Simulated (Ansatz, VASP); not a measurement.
CdAu: VASP beside Ansatz

```
Cd Au
1.0
     3.28006    0.00000    0.00000
     0.00000    3.28006    0.00000
     0.00000    0.00000    3.28006
Cd Au
1 1
Direct
  0.50000 0.50000 0.50000
  0.00000 0.00000 0.00000
```

Alike in both runs: functional LDA; k mesh 12 × 12 × 12; occupations gaussian, width 0.1 eV; no spin polarisation.

Ansatz relaxed the structure, and its values are those at the end. VASP's run is a single point on that final structure, the one shown.

```csv
,VASP,Ansatz
version,VASP 6.6.1,Ansatz 0.2.0
potentials or method,"VASP PAW LDA potentials, release 64 (Cd, Au), cutoff 520 eV","scalar-relativistic, plane waves, PAW"
valence electrons in the cell,23,39
```

```csv
,VASP,Ansatz,Ansatz less VASP
gap on the k mesh at the Fermi level (eV),none,none,-
pressure (GPa),1.1,0.0,-1.09
```

LDA's correlation is that of Perdew and Zunger in VASP and of Perdew and Wang (1992) in Ansatz. A gap of «none» marks a metal or a gap that the smearing closes. VASP's potentials hold 23 valence electrons a cell and Ansatz's 39, so a difference there can come from the potentials and not from the codes.

Neither program's run includes spin-orbit coupling.
